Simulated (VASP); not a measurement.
# BeTe (F-43m) in VASP: further runs

The runs below take BeTe through single point, with PBE, RPBE.

All numbers are computed with VASP 6.6.1; they aren't measurements. Logs are shortened: lines on timing, memory, paths and dates and some standing lists are left out, and cuts for length are marked.

### Step 1. The cell of the first run

Symmetry: F-43m, No. 216, cubic system. Conventional cell: a = 5.663 Å, b = 5.663 Å, c = 5.663 Å, α = 90.00°, β = 90.00°, γ = 90.00°. Be (site symmetry -43m) has 4 Te at 2.45 Å within 3.2 Å. Te (site symmetry -43m) has 4 Be at 2.45 Å within 3.2 Å.

### Step 2. Single point, PBE

The input, INCAR:

```
ALGO = Normal
EDIFF = 1E-6
ENCUT = 600
GGA = PE
GGA_COMPAT = F
ISIF = 2
ISMEAR = 0
LASPH = T
LCHARG = F
LREAL = F
LWAVE = F
NBANDS = 11
NELM = 120
PREC = Accurate
SIGMA = 0.1
```

The input, KPOINTS:

```
k-points
0
Gamma
  4 4 4
```

The input, POSCAR:

```
BeTe
1.0
    0.0000000000      2.8314587876      2.8314587876
    2.8314587876      0.0000000000      2.8314587876
    2.8314587876      2.8314587876      0.0000000000
Be Te
1 1
Direct
    0.0000000000      0.0000000000      0.0000000000
    0.7500000000      0.7500000000      0.7500000000
```

Potentials or basis: VASP PAW PBE potentials, release 64 (Be, Te).

Run with:

```
$ cat potpaw_PBE.64/Be/POTCAR potpaw_PBE.64/Te/POTCAR > POTCAR
$ mpirun -np 1 vasp_std > vasp.out
```

OUTCAR:

```text
EDIFF = 1E-6
   ENCUT = 600
   GGA = PE
   ISIF = 2
   ISMEAR = 0
   LASPH = T
   LREAL = F
   NELM = 120
   PREC = Accurate

 ion  position               nearest neighbor table
   1  0.000  0.000  0.000-   2 2.45   2 2.45   2 2.45   2 2.45
   2  0.750  0.750  0.750-   1 2.45   1 2.45   1 2.45   1 2.45

  LATTYP: Found a face centered cubic cell.
 ALAT       =     5.6629175752

  Lattice vectors:

 A1 = (   0.0000000000,   2.8314587876,   2.8314587876)
 A2 = (   2.8314587876,   0.0000000000,   2.8314587876)
 A3 = (   2.8314587876,   2.8314587876,   0.0000000000)

Analysis of symmetry for initial positions (statically):
=====================================================================
 Subroutine PRICEL returns:
 Original cell was already a primitive cell.

 Routine SETGRP: Setting up the symmetry group for a
 face centered cubic supercell.

 Subroutine GETGRP returns: Found 24 space group operations
 (whereof 24 operations were pure point group operations)
 out of a pool of 48 trial point group operations.

The static configuration has the point symmetry T_d .

Analysis of symmetry for dynamics (positions and initial velocities):
=====================================================================
 Subroutine PRICEL returns:
 Original cell was already a primitive cell.

 Routine SETGRP: Setting up the symmetry group for a
 face centered cubic supercell.

 Subroutine GETGRP returns: Found 24 space group operations
 (whereof 24 operations were pure point group operations)
 out of a pool of 48 trial point group operations.

The dynamic configuration has the point symmetry T_d .

 Subroutine INISYM returns: Found 24 space group operations
 (whereof 24 operations are pure point group operations),
 and found     1 'primitive' translations

----------------------------------------------------------------------------------------

                                     Primitive cell

  volume of cell :      45.4005

  direct lattice vectors                    reciprocal lattice vectors
     0.000000000  2.831458788  2.831458788    -0.176587419  0.176587419  0.176587419
     2.831458788  0.000000000  2.831458788     0.176587419 -0.176587419  0.176587419
     2.831458788  2.831458788  0.000000000     0.176587419  0.176587419 -0.176587419

  length of vectors
     4.004287419  4.004287419  4.004287419     0.305858382  0.305858382  0.305858382

  position of ions in fractional coordinates (direct lattice)
     0.000000000  0.000000000  0.000000000
     0.750000000  0.750000000  0.750000000

  ion indices of the primitive-cell ions
   primitive index   ion index
                 1           1
                 2           2

----------------------------------------------------------------------------------------

 KPOINTS: k-points

Automatic generation of k-mesh.
 Grid dimensions read from file:
 generate k-points for:    4    4    4

 Generating k-lattice:

  Cartesian coordinates                     Fractional coordinates (reciprocal lattice)
    -0.044146855  0.044146855  0.044146855     0.250000000  0.000000000  0.000000000
     0.044146855 -0.044146855  0.044146855     0.000000000  0.250000000  0.000000000
     0.044146855  0.044146855 -0.044146855     0.000000000  0.000000000  0.250000000

  Length of vectors
     0.076464596  0.076464596  0.076464596

  Shift w.r.t. Gamma in fractional coordinates (k-lattice)
     0.000000000  0.000000000  0.000000000

 Subroutine IBZKPT returns following result:
 ===========================================

 Found      8 irreducible k-points:

 Following reciprocal coordinates:
            Coordinates               Weight
  0.000000  0.000000  0.000000      1.000000
  0.250000  0.000000  0.000000      8.000000
  0.500000  0.000000  0.000000      4.000000
  0.250000  0.250000  0.000000      6.000000
  0.500000  0.250000  0.000000     24.000000
 -0.250000  0.250000  0.000000     12.000000
  0.500000  0.500000  0.000000      3.000000
 -0.250000  0.500000  0.250000      6.000000
   k-points           NKPTS =      8   k-points in BZ     NKDIM =      8   number of bands    NBANDS=     11
   number of dos      NEDOS =    301   number of ions     NIONS =      2
   total plane-waves  NPLWV =  32768
   dimension x,y,z NGX =    32 NGY =   32 NGZ =   32
   dimension x,y,z NGXF=    64 NGYF=   64 NGZF=   64
   ions per type =               1   1
   NGX,Y,Z   is equivalent  to a cutoff of  13.29, 13.29, 13.29 a.u.
   NGXF,Y,Z  is equivalent  to a cutoff of  26.57, 26.57, 26.57 a.u.
 SYSTEM =  unknown system
   PREC   = accura    normal or accurate (medium, high low for compatibility)
   ISTART =      0    job   : 0-new  1-cont  2-samecut
   ICHARG =      2    charge: 1-file 2-atom 10-const
   ISPIN  =      1    spin polarized calculation?
   LNONCOLLINEAR =      F non collinear calculations
   LSORBIT =      F    spin-orbit coupling
   LASPH  =      T    aspherical Exc in radial PAW
   ENCUT  =  600.0 eV  44.10 Ry    6.64 a.u.   8.00  8.00  8.00*2*pi/ulx,y,z
   NELM   =    120;   NELMIN=  2; NELMDL= -5     # of ELM steps
   EDIFF  = 0.1E-05   stopping-criterion for ELM
   LREAL  =      F    real-space projection
   EDIFFG = 0.1E-04   stopping-criterion for IOM
   NSW    =      0    number of steps for IOM
   IBRION =     -1    ionic relax: 0-MD 1-quasi-New 2-CG
   NFREE  =      0    steps in history (QN), initial steepest desc. (CG)
   ISIF   =      2    stress and relaxation
   ISYM   =      2    0-nonsym 1-usesym 2-fastsym
   POTIM  = 0.5000    time-step for ionic-motion
   TEBEG  =    0.0;   TEEND  =   0.0 temperature during run
   PSTRESS=    0.0 pullay stress
   NELECT =       8.0000    total number of electrons
   NUPDOWN=      -1.0000    fix difference up-down
   EMIN   =  10.00;   EMAX   =-10.00  energy-range for DOS
   EFERMI =   0.00;   METHOD = LEGACY
   ISMEAR =     0;   SIGMA  =   0.10  broadening in eV -4-tet -1-fermi 0-gaus
   EFERMI_NEDOS =   21; number of points for ismear=-14 and -15
   IALGO  =     38    algorithm
   IMIX   =      4    mixing-type and parameters
     AMIX     =   0.40;   BMIX     =  1.00
     AMIX_MAG =   1.60;   BMIX_MAG =  1.00
  volume/ion in A,a.u.               =      22.70       153.19
  Fermi-wavevector in a.u.,A,eV,Ry     =   0.917807  1.734403 11.461129  0.842369
  Thomas-Fermi vector in A             =   2.042817
   LORBIT       =      0    0 simple, 1 ext, 2 COOP (PROOUT), +10 PAW based schemes
   GGA     = PE    functional components
   LHFCALC =     F    Hartree Fock is set to
   AEXX    =    0.0000 exact exchange contribution
   IVDW    =     0    specifies the selected vdW correction
   LEPSILON=     F    determine dielectric tensor
   LRPA    =     F    only Hartree local field effects (RPA)
 non-spin polarized calculation
 Gauss-broadening in eV      SIGMA  =   0.10
  energy-cutoff  :      600.00
  volume of cell :       45.40
 maximum number of plane-waves:      1540
   NGX = 15   NGY = 15   NGZ = 15

 number of electron       8.0000000 magnetization

 Free energy of the ion-electron system (eV)
  ---------------------------------------------------
  ext. energy  EPLUGINS =         0.00000000
  ---------------------------------------------------
  free energy    TOTEN  =        -7.54782563 eV

  energy without entropy =       -7.54782563  energy(sigma->0) =       -7.54782563

 E-fermi :   5.4211     XC(G=0):  -8.9773

 val. band max:        4.9359482380   @ k =   0.0000   0.0000   0.0000
 cond. band min:       6.9398462726   @ k =   0.5000   0.5000   0.0000
 fundamental gap:      2.0038980346
 Fermi energy:         5.4211191502

 k-point     1 :       0.0000    0.0000    0.0000
  band No.  band energies     occupation
      1      -7.2521      2.00000
      2       4.9359      2.00000
      3       4.9359      2.00000
      4       4.9359      2.00000
      5       8.5465      0.00000
      6       8.5465      0.00000
      7       8.5465      0.00000
      8       8.6365      0.00000
      9      13.2227      0.00000
     10      15.1358      0.00000
     11      15.1358      0.00000

 k-point     2 :       0.2500    0.0000    0.0000
  band No.  band energies     occupation
      1      -6.7102      2.00000
      2       1.6683      2.00000
      3       4.2779      2.00000
      4       4.2779      2.00000
      5       8.2053      0.00000
      6       9.4067      0.00000
      7       9.4067      0.00000
      8      11.8776      0.00000
      9      13.9522      0.00000
     10      13.9522      0.00000
     11      13.9640      0.00000

 k-point     3 :       0.5000    0.0000    0.0000
  band No.  band energies     occupation
      1      -5.9452      2.00000
      2      -0.5077      2.00000
      3       3.8280      2.00000
      4       3.8280      2.00000
      5       7.9611      0.00000
      6       9.5209      0.00000
      7       9.5209      0.00000
      8      12.7527      0.00000
      9      15.7969      0.00000
     10      16.3683      0.00000
     11      16.3683      0.00000

 k-point     4 :       0.2500    0.2500    0.0000
  band No.  band energies     occupation
      1      -6.5255      2.00000
      2       2.0684      2.00000
      3       3.2940      2.00000
      4       3.2940      2.00000
      5       7.5529      0.00000
      6       9.3136      0.00000
      7      11.3251      0.00000
      8      11.3251      0.00000
      9      13.4843      0.00000
     10      15.6537      0.00000
     11      16.1012      0.00000

 k-point     5 :       0.5000    0.2500    0.0000
  band No.  band energies     occupation
      1      -5.7390      2.00000
      2       0.1676      2.00000
      3       2.0049      2.00000
      4       2.9611      2.00000
      5       7.9074      0.00000
      6      10.4384      0.00000
      7      11.3908      0.00000
      8      11.7346      0.00000
      9      15.2278      0.00000
     10      16.6376      0.00000
     11      17.1964      0.00000

 k-point     6 :      -0.2500    0.2500    0.0000
  band No.  band energies     occupation
      1      -6.0133      2.00000
      2       0.6469      2.00000
      3       1.8315      2.00000
      4       3.7564      2.00000
      5       8.6733      0.00000
      6      10.4306      0.00000
      7      11.0528      0.00000
      8      11.5029      0.00000
      9      13.3299      0.00000
     10      14.7377      0.00000
     11      17.2157      0.00000

 k-point     7 :       0.5000    0.5000    0.0000
  band No.  band energies     occupation
      1      -5.4677      2.00000
      2      -0.0993      2.00000
      3       2.3470      2.00000
      4       2.3470      2.00000
      5       6.9398      0.00000
      6       7.6144      0.00000
      7      14.5288      0.00000
      8      14.5288      0.00000
      9      16.3770      0.00000
     10      17.7727      0.00000
     11      18.2786      0.00000

 k-point     8 :      -0.2500    0.5000    0.2500
  band No.  band energies     occupation
      1      -5.4359      2.00000
      2       0.4144      2.00000
      3       1.3237      2.00000
      4       1.8013      2.00000
      5      10.2083      0.00000
      6      10.4457      0.00000
      7      10.4854      0.00000
      8      11.0392      0.00000
      9      15.7312      0.00000
     10      16.5241      0.00000
     11      17.6772      0.00000

------------------------ aborting loop because EDIFF is reached ----------------------------------------

  FORCE on cell =-STRESS in cart. coord.  units (eV):
  Direction    XX          YY          ZZ          XY          YZ          ZX
  --------------------------------------------------------------------------------------
  -------------------------------------------------------------------------------------
  Total        0.1686425      0.1686425      0.1686425      0.0000000      0.0000000     -0.0000000
  in kB        5.9513697      5.9513697      5.9513697      0.0000000      0.0000000     -0.0000000
  external PRESSURE =       5.9513697 kB  Pullay stress =       0.0000000 kB

 VOLUME and BASIS-vectors are now :
 -----------------------------------------------------------------------------
  energy-cutoff  :      600.00
  volume of cell :       45.40
      direct lattice vectors                 reciprocal lattice vectors
     0.000000000  2.831458788  2.831458788    -0.176587419  0.176587419  0.176587419
     2.831458788  0.000000000  2.831458788     0.176587419 -0.176587419  0.176587419
     2.831458788  2.831458788  0.000000000     0.176587419  0.176587419 -0.176587419

 POSITION                                       TOTAL-FORCE (eV/Angst)
 -----------------------------------------------------------------------------------
      0.00000      0.00000      0.00000        -0.000000     -0.000000     -0.000000
      4.24719      4.24719      4.24719         0.000000      0.000000      0.000000
 -----------------------------------------------------------------------------------
    total drift:                               -0.000000     -0.000000     -0.000000

  FREE ENERGIE OF THE ION-ELECTRON SYSTEM (eV)
  ---------------------------------------------------
  free  energy   TOTEN  =        -7.5478256293 eV

  energy  without entropy=       -7.5478256293  energy(sigma->0) =       -7.54782563
```

Wall time 5 s (1 thread of Intel Xeon Platinum 8375C at 2.90GHz (Ice Lake), shared host); peak memory 0.17 GiB.

What came out:

```yaml
Free_energy: -7.5478 eV
Pressure: 0.6 GPa
Band_gap_on_the_k_mesh: 2.00 eV, indirect (least direct gap 3.61 eV)
```

Levels at points of the mesh, in eV from the valence-band top:
| k point | band 2 | band 3 | band 4 | band 5 | band 6 | band 7 |
| --- | --- | --- | --- | --- | --- | --- |
| (0.00, 0.00, 0.00) | 0.00 | 0.00 | 0.00 | 3.61 | 3.61 | 3.61 |
| (0.50, 0.00, 0.00) | -5.44 | -1.11 | -1.11 | 3.03 | 4.58 | 4.58 |
| (0.50, 0.50, 0.00) | -5.04 | -2.59 | -2.59 | 2.00 | 2.68 | 9.59 |

Caveat: the k points lie up to 0.48 Å⁻¹ apart; spin-orbit coupling is left out, which moves the levels of the heavy elements. A k mesh can miss the band edges.

(Part 1 of 3 ends here.)
